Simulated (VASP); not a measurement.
# C (P2/m) in VASP: notebook, part 2 of 2

VASP 6.6.1. The steps go on from the part before.

## (4) Single point, PBE, collinear spin, ferromagnetic start

Contents of INCAR:

```
SYSTEM = C
  PREC = Accurate
  ENCUT = 520
  EDIFF = 1E-7
  ISMEAR = 0
  SIGMA = 0.1
  LREAL = .FALSE.
  LASPH = .TRUE.
  NELM = 150
  ALGO = Normal
  ISIF = 2
  LWAVE = .FALSE.
  LCHARG = .FALSE.
  ISPIN = 2
  MAGMOM = 1
  LORBIT = 11
  GGA = PE
  NBANDS = 12
```

Contents of KPOINTS:

```
regular mesh
0
G
  8 12 8
  0 0 0
```

Contents of POSCAR:

```
C
1.0
    2.0266764400      0.0000000000      0.0000000000
    0.0000000000      1.3614597500      0.0000000000
   -0.8771826400      0.0000000000      2.3216331700
C
1
Direct
    0.5000000000      0.0000000000      0.0000000000
```

Potentials or basis: VASP PAW PBE potentials, release 64 (C).

On the command line:

```
$ cat potpaw_PBE.64/C/POTCAR > POTCAR
$ mpirun -np 1 vasp_std > vasp.out
```

OUTCAR:

```text
SYSTEM = C
   PREC = Accurate
   ENCUT = 520
   EDIFF = 1E-7
   ISMEAR = 0
   LREAL = .FALSE.
   LASPH = .TRUE.
   NELM = 150
   ISIF = 2
   ISPIN = 2
   LORBIT = 11
   GGA = PE

 ion  position               nearest neighbor table
   1  0.500  0.000  0.000-

  LATTYP: Found a simple monoclinic cell.
 ALAT       =     2.0266764400
 B/A-ratio  =     0.6717696634
 C/A-ratio  =     1.2245762766
 COS(beta)  =    -0.3534433115

  Lattice vectors:

 A1 = (   2.0266764400,   0.0000000000,   0.0000000000)
 A2 = (   0.0000000000,   1.3614597500,   0.0000000000)
 A3 = (  -0.8771826400,   0.0000000000,   2.3216331700)

Analysis of symmetry for initial positions (statically):
=====================================================================
 Subroutine PRICEL returns:
 Original cell was already a primitive cell.

 Routine SETGRP: Setting up the symmetry group for a
 simple monoclinic supercell.

 Subroutine GETGRP returns: Found  4 space group operations
 (whereof  4 operations were pure point group operations)
 out of a pool of  4 trial point group operations.

[... 558 lines left out ...]
      8      38.3324      0.00000
      9      65.9592      0.00000
     10      67.1451      0.00000
     11      77.6129      0.00000
     12      83.1061      0.00000
[... 333 lines left out ...]
      1      -3.0108      1.00000
      2       7.0237      1.00000
      3      13.6557      0.00000
      4      19.4455      0.00000
      5      30.0402      0.00000
      6      33.0569      0.00000
      7      40.6077      0.00000
      8      45.9407      0.00000
      9      51.5594      0.00000
     10      54.8711      0.00000
     11      63.2684      0.00000
     12      66.1607      0.00000

 [... further k-points ...]

------------------------ aborting loop because EDIFF is reached ----------------------------------------

  FORCE on cell =-STRESS in cart. coord.  units (eV):
  Direction    XX          YY          ZZ          XY          YZ          ZX
  --------------------------------------------------------------------------------------
  -------------------------------------------------------------------------------------
  Total        3.7308126     -3.5562977      3.0688071      0.0000000      0.0000000     -0.3170467
  in kB      933.1064559   -889.4588562    767.5335201      0.0000000      0.0000000    -79.2959448
  external PRESSURE =     270.3937066 kB  Pullay stress =       0.0000000 kB

 VOLUME and BASIS-vectors are now :
 -----------------------------------------------------------------------------
  energy-cutoff  :      520.00
  volume of cell :        6.41
      direct lattice vectors                 reciprocal lattice vectors
     2.026676440  0.000000000  0.000000000     0.493418673  0.000000000  0.186428373
     0.000000000  1.361459750  0.000000000     0.000000000  0.734505739  0.000000000
    -0.877182640  0.000000000  2.321633170     0.000000000  0.000000000  0.430731268

 POSITION                                       TOTAL-FORCE (eV/Angst)
 -----------------------------------------------------------------------------------
      1.01334      0.00000      0.00000         0.000000      0.000000      0.000000
 -----------------------------------------------------------------------------------
    total drift:                                0.000000      0.000000     -0.000000

  FREE ENERGIE OF THE ION-ELECTRON SYSTEM (eV)
  ---------------------------------------------------
  free  energy   TOTEN  =        -6.7352957309 eV

  energy  without entropy=       -6.7332496810  energy(sigma->0) =       -6.73427271

 total charge

# of ion       s       p       d       tot
------------------------------------------
    1        0.868   1.685   0.000   2.553

 magnetization (x)

# of ion       s       p       d       tot
------------------------------------------
    1        0.000   0.000   0.000   0.000
```

OSZICAR:

```text
N       E                     dE             d eps       ncg     rms          rms(c)
DAV:   1     0.222600989329E+01    0.22260E+01   -0.19913E+03 12616   0.266E+02
DAV:   2    -0.668271428366E+01   -0.89087E+01   -0.85429E+01 14136   0.702E+01
DAV:   3    -0.676575816417E+01   -0.83044E-01   -0.82992E-01 13684   0.486E+00
DAV:   4    -0.676578474091E+01   -0.26577E-04   -0.26576E-04 13080   0.107E-01
DAV:   5    -0.676578475034E+01   -0.94299E-08   -0.99261E-08 13672   0.180E-03    0.546E+00
DAV:   6    -0.680903942918E+01   -0.43255E-01   -0.25003E-01 12600   0.211E+00    0.243E+00
DAV:   7    -0.672483282601E+01    0.84207E-01   -0.17032E-01 13116   0.180E+00    0.123E+00
DAV:   8    -0.673450222308E+01   -0.96694E-02   -0.27442E-02 12972   0.892E-01    0.562E-01
DAV:   9    -0.673528189717E+01   -0.77967E-03   -0.65634E-04 13128   0.191E-01    0.231E-01
DAV:  10    -0.673526334274E+01    0.18554E-04   -0.32088E-04 13200   0.802E-02    0.609E-02
DAV:  11    -0.673529399034E+01   -0.30648E-04   -0.48372E-05 13132   0.367E-02    0.801E-03
DAV:  12    -0.673529469744E+01   -0.70710E-06   -0.37243E-06 13076   0.129E-02    0.508E-03
DAV:  13    -0.673529568017E+01   -0.98273E-06   -0.90397E-07 12676   0.719E-03    0.173E-03
DAV:  14    -0.673529573090E+01   -0.50733E-07   -0.61301E-08 10440   0.156E-03
   1 F= -.67352957E+01 E0= -.67342727E+01  d E =-.204605E-02  mag=    -0.0000
```

It took 19 s on 1 thread of Intel Xeon Platinum 8375C at 2.90GHz (Ice Lake), shared host; peak memory 0.13 GiB.

What came out:

```yaml
Free_energy: -6.7353 eV
Pressure: 27.0 GPa
Band_gap_on_the_k_mesh: zero (filled and empty bands overlap)
Net_moment: 0.00 μB per cell
Valence_electrons_inside_the_program's_atomic_spheres: C 2.55
```

Levels at points of the mesh, in eV from the Fermi level:
Spin up:
```
           k point  band 1  band 2  band 3  band 4  band 5  band 6
(0.00, 0.00, 0.00)  -21.32   -2.57    2.74   11.14   21.49   29.23
(0.50, 0.00, 0.00)  -14.61  -11.69   -2.72   10.47   23.32   30.01
(0.00, 0.50, 0.00)  -11.37   -0.63    9.77   13.53   23.78   27.34
(0.50, 0.50, 0.00)   -8.89    3.00    7.44    9.81   14.26   26.63
(0.00, 0.00, 0.50)  -18.39  -11.24    1.94   18.24   23.31   29.44
(0.50, 0.00, 0.50)  -14.04  -11.34   -4.14    8.39   25.93   30.06
(0.00, 0.50, 0.50)  -10.44    2.84    4.09   13.08   13.57   33.29
(0.50, 0.50, 0.50)   -8.73    3.22    8.22    8.85   14.80   24.40
```
Spin down:
```csv
k point,band 1,band 2,band 3,band 4,band 5,band 6,band 7
"(0.00, 0.00, 0.00)",-21.32,-2.57,2.74,11.14,21.49,29.23,29.40
"(0.50, 0.00, 0.00)",-14.61,-11.69,-2.72,10.47,23.32,30.01,31.95
"(0.00, 0.50, 0.00)",-11.37,-0.63,9.77,13.53,23.78,27.34,32.15
"(0.50, 0.50, 0.00)",-8.89,3.00,7.44,9.81,14.26,26.63,29.47
"(0.00, 0.00, 0.50)",-18.39,-11.24,1.94,18.24,23.31,29.44,40.48
"(0.50, 0.00, 0.50)",-14.03,-11.34,-4.14,8.39,25.93,30.06,36.11
"(0.00, 0.50, 0.50)",-10.44,2.84,4.09,13.08,13.57,33.29,34.39
"(0.50, 0.50, 0.50)",-8.73,3.22,8.22,8.85,14.80,24.40,28.23
```

Caveat: the k points lie up to 0.41 Å⁻¹ apart.

## (5) Summary

```csv
task,spin,cell,cutoff (eV),gap on the mesh (eV),pressure (GPa)
single point,off,as given,520,none,27.0
relaxation of cell and atoms,off,relaxed,600,none,-0.1
single point,"collinear, ferromagnetic start",as given,520,none,27.0
```

Alike in all rows: level PBE; potentials or basis VASP PAW PBE potentials, release 64 (C); k mesh 8 × 12 × 8; smearing gaussian 0.1 eV.

Caveats: all runs use coarse meshes.

Total energies depend on the potentials used, so only differences within one code and one set of settings carry meaning.
